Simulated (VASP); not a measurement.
**AlCu: single point with PBEsol**

The system is AlCu.

```
CELL_PARAMETERS angstrom
3.14214 0.00000 0.00000
0.00000 3.14214 0.00000
0.00000 0.00000 3.14214
ATOMIC_POSITIONS crystal
Al 0.00000 0.00000 0.00000
Cu 0.50000 0.50000 0.50000
```

This cell differs from its parent crystal: strained.

| Item | Value |
| --- | --- |
| Program | VASP 6.6.1 |
| Task | single point |
| Functional | PBEsol |
| Potentials or basis | VASP PAW PBE potentials, release 64 (Al, Cu) |
| Cutoff | 520 eV |
| k mesh | 14 × 14 × 14 |
| Occupations | gaussian, width 0.1 eV |
| Spin | no spin polarisation |

```
Pressure               : -14.2 GPa
Band gap on the k mesh : zero (band 7 reaches 10.82 eV, above the bottom of band 8 at 6.51 eV)
```

Levels at points of the mesh, in eV from the Fermi level:
| k point | band 4 | band 5 | band 6 | band 7 | band 8 | band 9 | band 10 | band 11 |
| --- | --- | --- | --- | --- | --- | --- | --- | --- |
| (0.00, 0.00, 0.00) | -3.30 | -3.30 | -3.30 | 3.61 | 3.61 | 3.61 | 6.22 | 6.22 |
| (0.50, 0.00, 0.00) | -3.65 | -3.65 | -3.26 | -2.71 | 7.23 | 7.62 | 7.62 | 7.70 |
| (0.50, 0.50, 0.00) | -3.55 | -3.06 | -3.06 | -2.99 | -0.70 | -0.38 | 9.00 | 12.15 |
| (0.50, 0.50, 0.50) | -2.98 | -2.98 | 1.02 | 1.14 | 1.14 | 1.14 | 2.03 | 2.03 |

It took 22 s on 1 thread of Intel(R) Xeon(R) Platinum 8488C (Sapphire Rapids), on a shared host, peak memory 0.17 GiB.

Caveat: the cell differs from its parent crystal (strained); the PAW data sets were made with another functional, which shifts forces and pressure a little.
